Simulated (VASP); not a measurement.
# H23NO10 in VASP: notebook, part 2 of 2

VASP 6.6.1. The steps go on from the part before.

**3. Single point, PBEsol**

The input, INCAR:

```
PREC     = Accurate       # precision mode
ENCUT    = 520            # plane-wave cutoff, eV
EDIFF    = 1E-6           # SCF threshold, eV
ISMEAR   = -1             # smearing method
SIGMA    = 0.05           # smearing width, eV
LREAL    = Auto         
LASPH    = True           # aspherical terms in the spheres
NELM     = 120            # most SCF steps
ALGO     = Normal         # electronic algorithm
ISIF     = 2              # what is computed and relaxed
LWAVE    = False          # write WAVECAR
LCHARG   = False          # write CHGCAR
GGA      = PS             # functional
NBANDS   = 67             # bands
GGA_COMPAT= False
```

The input, KPOINTS:

```
regular mesh
0
Gamma
  1 1 1
```

The input, POSCAR:

```
H23NO10
1.0
    6.7320510000      0.0000000000      0.0000000000
    0.0000000000      6.7320510000      0.0000000000
    0.0000000000      0.0000000000      6.7320510000
O H N
10 23 1
Direct
    0.7862685532      0.9115498382      0.5035166846
    0.9652333293      0.6508566260      0.1752363433
    0.3437733909      0.8688882482      0.8623820586
    0.8852725566      0.1994934382      0.7457014215
    0.1064163061      0.1674823913      0.0789358251
    0.7821241996      0.3448131929      0.3112721517
    0.4529228908      0.3525819992      0.8867728423
    0.4369842118      0.1138731718      0.4916035247
    0.1717752881      0.8268951023      0.4734218442
    0.0910866540      0.5333144386      0.7578819590
    0.6586105780      0.9934713804      0.4846814143
    0.7644624201      0.8359413795      0.6423748127
    0.8842476089      0.5313091062      0.2118522275
    0.8967252328      0.7450923946      0.2561477921
    0.2394812517      0.8851982850      0.7551636195
    0.3626086612      0.9975117538      0.9415109897
    1.0093803508      0.2796473170      0.7176713308
    0.8531872382      0.1175421874      0.6290356386
    0.2188040465      0.2601584569      0.0949042127
    0.0370615136      0.1826783546     -0.0475486594
    0.6732866403      0.2689670652      0.3689811619
    0.8734485226      0.2523005248      0.2433730820
    0.3363610882      0.4424357451      0.8500529779
    0.5462228376      0.4129944945      0.9838754935
    0.3271514134      0.0166071231      0.4883949928
    0.4245660052      0.1778358482      0.6250992454
    0.1535936077      0.7398191131      0.3477692014
    0.0317139606      0.8831483897      0.4624445061
    0.0889773414      0.6057143655      0.8836682907
    0.1037722382      0.6405922950      0.6657406487
    0.5829724106      0.7422255120      0.8199432833
    0.7384822248      0.5637360739      0.7864170964
    0.7952405589      0.7407697892      0.9401741015
    0.7286338146      0.7121752346      0.8108524430
```

Potentials or basis: VASP PAW PBE potentials, release 64 (O, H, N).

Launch:

```bash
$ cat potpaw_PBE.64/O/POTCAR potpaw_PBE.64/H/POTCAR potpaw_PBE.64/N/POTCAR > POTCAR
$ mpirun -np 1 vasp_gam > vasp.out
```

OUTCAR:

```text
PREC = Accurate
   ENCUT = 520
   EDIFF = 1E-6
   ISMEAR = -1
   LREAL = Auto
   LASPH = True
   NELM = 120
   ISIF = 2
   GGA = PS

 ion  position               nearest neighbor table
   1  0.786  0.912  0.504-  11 1.03  12 1.07
   2  0.965  0.651  0.175-  14 0.95  13 1.00
   3  0.344  0.869  0.862-  15 1.01  16 1.02
   4  0.885  0.199  0.746-  18 0.98  17 1.01
   5  0.106  0.167  0.079-  20 0.98  19 0.99
   6  0.782  0.345  0.311-  21 0.97  22 0.99
   7  0.453  0.353  0.887-  24 0.99  23 1.02
   8  0.437  0.114  0.492-  25 0.99  26 1.00
   9  0.172  0.827  0.473-  28 1.02  27 1.04
  10  0.091  0.533  0.758-  30 0.96  29 0.98
  11  0.659  0.993  0.485-   1 1.03
  12  0.764  0.836  0.642-   1 1.07
  13  0.884  0.531  0.212-   2 1.00
  14  0.897  0.745  0.256-   2 0.95
  15  0.239  0.885  0.755-   3 1.01
  16  0.363  0.998  0.942-   3 1.02
[... 15 lines left out ...]
  32  0.738  0.564  0.786-  34 1.01
  33  0.795  0.741  0.940-  34 1.00
  34  0.729  0.712  0.811-  33 1.00  31 1.00  32 1.01

  LATTYP: Found a simple cubic cell.
[... 226 lines left out ...]
 fundamental gap:      4.2399741606
 Fermi energy:        -1.6347271601

 k-point     1 :       0.0000    0.0000    0.0000
  band No.  band energies     occupation
      1     -22.5014      2.00000
      2     -22.1773      2.00000
      3     -21.9079      2.00000
      4     -21.7371      2.00000
      5     -21.4281      2.00000
      6     -21.3771      2.00000
[... 48 lines left out ...]
     55       6.6585      0.00000
     56       7.0408      0.00000
 [bands above 56 left out]

------------------------ aborting loop because EDIFF is reached ----------------------------------------

  FORCE on cell =-STRESS in cart. coord.  units (eV):
  Direction    XX          YY          ZZ          XY          YZ          ZX
  --------------------------------------------------------------------------------------
  -------------------------------------------------------------------------------------
  Total       -1.2226575      3.9839767      1.4043757      0.2391096     -2.8880886     -1.9323068
  in kB       -6.4205645     20.9211321      7.3748248      1.2556409    -15.1662742    -10.1471591
  external PRESSURE =       7.2917975 kB  Pullay stress =       0.0000000 kB

 VOLUME and BASIS-vectors are now :
 -----------------------------------------------------------------------------
  energy-cutoff  :      520.00
  volume of cell :      305.10
      direct lattice vectors                 reciprocal lattice vectors
     6.732051000  0.000000000  0.000000000     0.148543141  0.000000000  0.000000000
     0.000000000  6.732051000  0.000000000     0.000000000  0.148543141  0.000000000
     0.000000000  0.000000000  6.732051000     0.000000000  0.000000000  0.148543141

 POSITION                                       TOTAL-FORCE (eV/Angst)
 -----------------------------------------------------------------------------------
      5.29320      6.13660      3.38970        -0.520188      1.130971     -1.004371
      6.49800      4.38160      1.17970         0.625459     -0.705653     -0.715352
      2.31430      5.84940      5.80560        -0.479070      1.152630      0.110833
      5.95970      1.34300      5.02010         1.443455      1.018165      0.731638
      0.71640      1.12750      0.53140         0.314258     -0.030724      1.580529
      5.26530      2.32130      2.09550         0.222316      0.001170     -0.415260
[... 26 lines left out ...]
      5.35360      4.98690      6.32930         0.556262      0.236578      1.036239
      4.90520      4.79440      5.45870        -0.085731     -0.356753     -0.856254
 -----------------------------------------------------------------------------------
    total drift:                                0.006474      0.008828      0.001816

  FREE ENERGIE OF THE ION-ELECTRON SYSTEM (eV)
  ---------------------------------------------------
  free  energy   TOTEN  =      -166.7296414952 eV

  energy  without entropy=     -166.7296414951  energy(sigma->0) =     -166.72964150
```

stdout:

```text
POSCAR found type information on POSCAR O H N
 POSCAR found :  3 types and      34 ions
 scaLAPACK will be used
 -----------------------------------------------------------------------------
|                                                                             |
|                                                                             |
|     You enforced a specific xc type in the INCAR file but a different       |
|     I HOPE YOU KNOW WHAT YOU ARE DOING!                                     |
|                                                                             |
 -----------------------------------------------------------------------------

 LDA part: xc-table for (Slater+PW92), standard interpolation
 POSCAR, INCAR and KPOINTS ok, starting setup
 FFT: planning ... GRIDC
 FFT: planning ... GRID_SOFT
 FFT: planning ... GRID
 WAVECAR not read
 entering main loop
```

Wall time 1.9 min (1 thread of Intel Xeon 8259CL, shared host); peak memory 0.33 GiB.

What came out:

```
Free energy            : -166.7296 eV
Pressure               : 0.7 GPa
Largest force          : 2.053 eV/Å
Band gap on the k mesh : 4.24 eV
```

Forces on the atoms (eV/Å):
```
O   -0.520  1.131 -1.004
O    0.625 -0.706 -0.715
O   -0.479  1.153  0.111
O    1.443  1.018  0.732
O    0.314 -0.031  1.581
O    0.222  0.001 -0.415
O   -0.648  0.225  0.133
O    0.511  1.184  0.813
O   -1.230 -0.679 -1.302
O    0.762 -1.063  1.307
H    0.484 -0.837  0.009
H    0.219 -0.605  0.050
H    0.141 -0.232  0.140
H   -0.884  1.427  0.754
H    1.195  0.269  1.182
H   -0.860 -1.421 -1.207
H   -1.498 -0.083 -0.309
H    0.244 -0.590 -0.232
H   -0.446 -0.221 -0.520
H   -0.324  0.036 -0.626
H   -0.399 -0.067  0.022
H    0.189 -0.301  0.007
H    1.045 -0.282  0.351
H   -0.741 -0.103 -0.682
H   -0.221 -0.649 -0.512
H    0.449 -0.166 -0.560
H    0.645  0.433  1.001
H    0.131  0.333  0.678
H   -0.261 -0.076  0.627
H    0.332  0.941 -1.684
H   -1.280  0.503  0.410
H    0.369 -0.422 -0.317
H    0.556  0.237  1.036
N   -0.086 -0.357 -0.856
```

Levels at points of the mesh, in eV from the valence-band top:
| k point | band 40 | band 41 | band 42 | band 43 | band 44 | band 45 | band 46 | band 47 | band 48 | band 49 |
| --- | --- | --- | --- | --- | --- | --- | --- | --- | --- | --- |
| (0.00, 0.00, 0.00) | -0.85 | -0.70 | -0.48 | -0.30 | 0.00 | 4.24 | 7.28 | 7.58 | 7.73 | 7.82 |

Caveat: the k points lie up to 0.93 Å⁻¹ apart; the PAW data sets were made with another functional, which shifts forces and pressure a little.

**4. Single point, PBEsol**

The input, INCAR:

```
PREC = Accurate
ENCUT = 520
EDIFF = 1E-6
ISMEAR = -1
SIGMA = 0.05
LREAL = Auto
LASPH = T
NELM = 120
ALGO = Normal
ISIF = 2
LWAVE = F
LCHARG = F
GGA = PS
NBANDS = 67
GGA_COMPAT = F
```

KPOINTS is that of step 3.

The input, POSCAR:

```
H23NO10
1.0
    6.7320510000      0.0000000000      0.0000000000
    0.0000000000      6.7320510000      0.0000000000
    0.0000000000      0.0000000000      6.7320510000
O H N
10 23 1
Direct
    0.7998602506      0.9074203389      0.5317695900
    0.8748448281      0.6767922584      0.1891845442
    0.3351281801      0.8723344490      0.8833712044
    0.8988642540      0.1865256220      0.7676709520
    0.1137394830      0.0981870161      0.0660719891
    0.7387198938      0.3081527457      0.2770181034
    0.4163070066      0.3358411872      0.9025481239
    0.4795566760      0.1465823714      0.5514069932
    0.1410417123      0.7796880921      0.4705252530
    0.1526874945      0.5447374062      0.7503953847
    0.6966376220      1.0046715332      0.5051358048
    0.7339813676      0.8035589748      0.6929537521
    0.8510185083      0.5324528884      0.2302121597
    0.8233597755      0.7545694470      0.3130843780
    0.3587019766      0.9552066673      0.7692306550
    0.2487800523      0.9604205316      0.9804887099
    0.9203733008      0.3277307317      0.7297478881
    0.8996960956      0.0999992424      0.6430135482
    0.2254884878      0.1998796503      0.0331251204
    0.0159386790      0.1155962722     -0.0465088574
    0.6406814209      0.2468192829      0.3715806669
    0.7898335886      0.2144517325      0.1745381905
    0.3177040697      0.4486448484      0.8525039397
    0.5101714173      0.3912923417      1.0026216379
    0.3687434929      0.1602483404      0.4732435925
    0.4661432303      0.2037120634      0.6874725102
    0.1130116216      0.7520442136      0.3293052890
    0.0057486196      0.8364761348      0.5088939463
    0.1782963320      0.6727073220      0.8188143554
    0.1695619953      0.5966829425      0.6165877234
    0.5565168772      0.7813666296      0.8726760983
    0.6704791749      0.5570516326      0.8132142790
    0.7744593735      0.7212660748      0.9603611143
    0.6870565894      0.7095460210      0.8310246016
```

Potentials or basis: VASP PAW PBE potentials, release 64 (O, H, N).

Launch:

```bash
$ cat potpaw_PBE.64/O/POTCAR potpaw_PBE.64/H/POTCAR potpaw_PBE.64/N/POTCAR > POTCAR
$ mpirun -np 1 vasp_gam > vasp.out
```

OUTCAR:

```text
PREC = Accurate
   ENCUT = 520
   EDIFF = 1E-6
   ISMEAR = -1
   LREAL = Auto
   LASPH = T
   NELM = 120
   ISIF = 2
   GGA = PS

 ion  position               nearest neighbor table
   1  0.800  0.907  0.532-  11 0.97  12 1.36
   2  0.875  0.677  0.189-  13 1.02  14 1.04
   3  0.335  0.872  0.883-  15 0.96  16 1.06
   4  0.899  0.187  0.768-  17 0.99  18 1.02
   5  0.114  0.098  0.066-  20 1.01  19 1.04  16 1.42
   6  0.739  0.308  0.277-  22 1.00  21 1.01
   7  0.416  0.336  0.903-  24 1.00  23 1.06
   8  0.480  0.147  0.551-  25 0.92  26 1.00
   9  0.141  0.780  0.471-  27 0.99  28 1.02
  10  0.153  0.545  0.750-  30 0.97  29 0.99
  11  0.697  0.005  0.505-   1 0.97
  12  0.734  0.804  0.693-  34 1.17   1 1.36
  13  0.851  0.532  0.230-   2 1.02
  14  0.823  0.755  0.313-   2 1.04
  15  0.359  0.955  0.769-   3 0.96
  16  0.249  0.960  0.980-   3 1.06   5 1.42
  17  0.920  0.328  0.730-   4 0.99
  18  0.900  0.100  0.643-   4 1.02
  19  0.225  0.200  0.033-   5 1.04
  20  0.016  0.116  0.953-   5 1.01
  21  0.641  0.247  0.372-   6 1.01
  22  0.790  0.214  0.175-   6 1.00
[... 9 lines left out ...]
  32  0.670  0.557  0.813-  34 1.04
  33  0.774  0.721  0.960-  34 1.05
  34  0.687  0.710  0.831-  32 1.04  31 1.04  33 1.05  12 1.17

  LATTYP: Found a simple cubic cell.
 ALAT       =     6.7320510000

  Lattice vectors:

 A1 = (   6.7320510000,   0.0000000000,   0.0000000000)
 A2 = (   0.0000000000,   6.7320510000,   0.0000000000)
 A3 = (   0.0000000000,   0.0000000000,   6.7320510000)

Analysis of symmetry for initial positions (statically):
=====================================================================
 Subroutine PRICEL returns:
 Original cell was already a primitive cell.

 Routine SETGRP: Setting up the symmetry group for a
 simple cubic supercell.

 Subroutine GETGRP returns: Found  1 space group operations
 (whereof  1 operations were pure point group operations)
 out of a pool of 48 trial point group operations.

The static configuration has the point symmetry C_1 .
[... 176 lines left out ...]
  Thomas-Fermi vector in A             =   2.217676
   LORBIT       =      0    0 simple, 1 ext, 2 COOP (PROOUT), +10 PAW based schemes
   GGA     = PS    functional components
   LHFCALC =     F    Hartree Fock is set to
   AEXX    =    0.0000 exact exchange contribution
   IVDW    =     0    specifies the selected vdW correction
   LEPSILON=     F    determine dielectric tensor
   LRPA    =     F    only Hartree local field effects (RPA)
 non-spin polarized calculation
  energy-cutoff  :      520.00
  volume of cell :      305.10
 maximum number of plane-waves:      4109
 NGX is ok and might be reduce to    50
   NGX = 25   NGY = 25   NGZ = 25

 number of electron      87.9999992 magnetization

 Free energy of the ion-electron system (eV)
  ---------------------------------------------------
  ext. energy  EPLUGINS =         0.00000000
  ---------------------------------------------------
  free energy    TOTEN  =      -167.17935221 eV

  energy without entropy =     -167.17935221  energy(sigma->0) =     -167.17935221

 E-fermi :  -1.4491     XC(G=0):  -7.1749

 val. band max:       -2.6372412518   @ k =   0.0000   0.0000   0.0000
 cond. band min:       1.5037669334   @ k =   0.0000   0.0000   0.0000
 fundamental gap:      4.1410081852
 Fermi energy:        -1.4491192894

 k-point     1 :       0.0000    0.0000    0.0000
  band No.  band energies     occupation
      1     -22.7515      2.00000
      2     -22.1540      2.00000
      3     -21.7023      2.00000
      4     -21.5756      2.00000
      5     -21.3654      2.00000
      6     -21.2916      2.00000
[... 48 lines left out ...]
     55       6.9850      0.00000
     56       7.2132      0.00000
 [bands above 56 left out]

------------------------ aborting loop because EDIFF is reached ----------------------------------------

  FORCE on cell =-STRESS in cart. coord.  units (eV):
  Direction    XX          YY          ZZ          XY          YZ          ZX
  --------------------------------------------------------------------------------------
  -------------------------------------------------------------------------------------
  Total        5.0391268      0.6414038      1.9034900     -3.0347705     -1.4906704      2.6267650
  in kB       26.4620617      3.3682158      9.9958331    -15.9365474     -7.8279857     13.7939805
  external PRESSURE =      13.2753702 kB  Pullay stress =       0.0000000 kB

 VOLUME and BASIS-vectors are now :
 -----------------------------------------------------------------------------
  energy-cutoff  :      520.00
  volume of cell :      305.10
      direct lattice vectors                 reciprocal lattice vectors
     6.732051000  0.000000000  0.000000000     0.148543141  0.000000000  0.000000000
     0.000000000  6.732051000  0.000000000     0.000000000  0.148543141  0.000000000
     0.000000000  0.000000000  6.732051000     0.000000000  0.000000000  0.148543141

 POSITION                                       TOTAL-FORCE (eV/Angst)
 -----------------------------------------------------------------------------------
      5.38470      6.10880      3.57990         0.135935     -0.378683     -0.182728
      5.88950      4.55620      1.27360        -0.467060     -0.338243      1.506000
      2.25610      5.87260      5.94690        -0.346479     -0.392659      0.896687
      6.05120      1.25570      5.16800        -0.094076      0.884027     -0.452224
      0.76570      0.66100      0.44480         1.325940      1.055652      0.506630
      4.97310      2.07450      1.86490        -0.053567     -0.145813     -0.712084
[... 26 lines left out ...]
      5.21370      4.85560      6.46520         0.325518      0.015832     -0.144697
      4.62530      4.77670      5.59450         0.580916     -0.160211      0.420862
 -----------------------------------------------------------------------------------
    total drift:                               -0.008524      0.002239      0.003856

  FREE ENERGIE OF THE ION-ELECTRON SYSTEM (eV)
  ---------------------------------------------------
  free  energy   TOTEN  =      -167.1793522122 eV

  energy  without entropy=     -167.1793522121  energy(sigma->0) =     -167.17935221
```

OSZICAR:

```text
N       E                     dE             d eps       ncg     rms          rms(c)
DAV:   1     0.669057650707E+03    0.66906E+03   -0.48774E+04   134   0.123E+03
DAV:   2    -0.117938202063E+03   -0.78700E+03   -0.75259E+03   169   0.303E+02
DAV:   3    -0.181491569759E+03   -0.63553E+02   -0.63215E+02   156   0.908E+01
DAV:   4    -0.182440182650E+03   -0.94861E+00   -0.94675E+00   172   0.123E+01
DAV:   5    -0.182453294739E+03   -0.13112E-01   -0.13101E-01   172   0.141E+00    0.233E+01
DAV:   6    -0.167824992396E+03    0.14628E+02   -0.44219E+01   164   0.248E+01    0.889E+00
DAV:   7    -0.167371585446E+03    0.45341E+00   -0.19301E+00   164   0.528E+00    0.566E+00
DAV:   8    -0.167161897315E+03    0.20969E+00   -0.46872E-01   172   0.348E+00    0.740E-01
DAV:   9    -0.167163153560E+03   -0.12562E-02   -0.76655E-02   164   0.115E+00    0.363E-01
DAV:  10    -0.167174191601E+03   -0.11038E-01   -0.10747E-02   156   0.404E-01    0.174E-01
DAV:  11    -0.167178294688E+03   -0.41031E-02   -0.18985E-03   148   0.260E-01    0.782E-02
DAV:  12    -0.167179221014E+03   -0.92633E-03   -0.11882E-03   148   0.181E-01    0.315E-02
DAV:  13    -0.167179338046E+03   -0.11703E-03   -0.18471E-04   156   0.628E-02    0.196E-02
DAV:  14    -0.167179348323E+03   -0.10277E-04   -0.32308E-05   148   0.269E-02    0.576E-03
DAV:  15    -0.167179351465E+03   -0.31420E-05   -0.42479E-06   172   0.971E-03    0.346E-03
DAV:  16    -0.167179352212E+03   -0.74679E-06   -0.96686E-07   116   0.439E-03
   1 F= -.16717935E+03 E0= -.16717935E+03  d E =-.119968E-09
```

Wall time 1.7 min (1 thread of Intel Xeon 8259CL, shared host); peak memory 0.33 GiB.

What came out:

```
Free energy            : -167.1794 eV
Pressure               : 1.3 GPa
Largest force          : 3.451 eV/Å
Band gap on the k mesh : 4.14 eV
```

Forces on the atoms (eV/Å):
```
O    0.136 -0.379 -0.183
O   -0.467 -0.338  1.506
O   -0.346 -0.393  0.897
O   -0.094  0.884 -0.452
O    1.326  1.056  0.507
O   -0.054 -0.146 -0.712
O    0.317  0.440  0.730
O    2.998 -0.471  1.432
O    0.435  0.089 -0.471
O   -0.227 -0.959  1.954
H   -0.531 -0.010 -0.123
H    0.543 -0.543 -0.099
H   -0.103  0.998 -0.285
H    0.342 -0.405 -1.034
H   -0.083  0.290 -0.873
H   -0.057 -0.453 -0.335
H    0.393 -0.684  0.237
H   -0.336 -0.123  0.541
H   -1.241 -0.548  0.195
H    0.124  0.355 -0.414
H    0.499  0.052 -0.379
H   -0.340  0.199  1.044
H    0.092 -0.695 -0.309
H   -0.505 -0.482 -0.421
H   -3.097  0.243 -1.502
H   -0.144  0.697  0.050
H    0.114 -0.081  0.044
H    0.347  0.164 -0.092
H    0.094  0.472  0.405
H   -0.008  0.711 -1.872
H   -0.737 -0.560  0.119
H   -0.295  0.763 -0.379
H    0.326  0.016 -0.145
N    0.581 -0.160  0.421
```

Caveat: the k points lie up to 0.93 Å⁻¹ apart; the PAW data sets were made with another functional, which shifts forces and pressure a little.
